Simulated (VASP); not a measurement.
A run of VASP 6.6.1 is set up as follows.

INCAR

```
SYSTEM = Hf2Sb4Pb
  PREC = Accurate
  ENCUT = 600
  EDIFF = 1E-6
  ISMEAR = -1
  SIGMA = 0.03
  LREAL = .FALSE.
  LASPH = .TRUE.
  NELM = 60
  ALGO = Normal
  ISIF = 3
  LWAVE = .FALSE.
  LCHARG = .FALSE.
  GGA = PS
  IBRION = 2
  NSW = 100
  EDIFFG = -0.01
```

KPOINTS

```
Automatic mesh
0
G
  4 4 4
  0 0 0
```

The input POSCAR:

```
Hf2Sb4Pb
1.0
   -3.4379453100      3.4379453100      4.2283916000
    3.4379453100     -3.4379453100      4.2283916000
    3.4379453100      3.4379453100     -4.2283916000
Hf Sb Pb
2 4 1
Direct
    0.7500000000      0.2500000000      0.5000000000
    0.2500000000      0.7500000000      0.5000000000
    0.2201833500      0.2201833500      0.4403667100
    0.7798166400      0.7798166400      0.5596332900
    0.2201833600      0.7798166400      0.0000000000
    0.7798166400      0.2201833600      0.0000000000
    0.0000000000      0.0000000000      0.0000000000
```

Potentials or basis: VASP PAW PBE potentials, release 64 (Hf_pv, Sb, Pb_d).

Command:

```console
$ cat potpaw_PBE.64/Hf_pv/POTCAR potpaw_PBE.64/Sb/POTCAR potpaw_PBE.64/Pb_d/POTCAR > POTCAR
$ mpirun -np 1 vasp_std > vasp.out
```

Task: Predict the space group after relaxing (to 0.1 Å).

Result: I4/mmm (No. 139).

Task: Predict the relaxed cell.

Result: a = 6.190 Å, b = 6.190 Å, c = 6.190 Å, α = 103.60°, β = 103.60°, γ = 121.99°.

Task: Predict the band gap on the k mesh.

Result: Zero (bands 27 and 28 overlap by 1.04 eV).

Task: Predict the relaxed volume.

Result: 25.13 Å³/atom.

Final structure:
```yaml
crystal:
  lattice:
    - [-3.82786, 3.82786, 3.00112]
    - [3.82786, -3.82786, 3.00112]
    - [3.82786, 3.82786, -3.00112]
  atoms:
    - { symbol: Hf, position: [0.75000, 0.25000, 0.50000] }
    - { symbol: Hf, position: [0.25000, 0.75000, 0.50000] }
    - { symbol: Sb, position: [0.28640, 0.28640, 0.57280] }
    - { symbol: Sb, position: [0.71360, 0.71360, 0.42720] }
    - { symbol: Sb, position: [0.28640, 0.71360, 0.00000] }
    - { symbol: Sb, position: [0.71360, 0.28640, 0.00000] }
    - { symbol: Pb, position: [0.00000, 0.00000, 0.00000] }
```

Caveat: the PAW data sets were made with another functional, which shifts forces and pressure a little; spin-orbit coupling is left out, which moves the levels of the heavy elements.
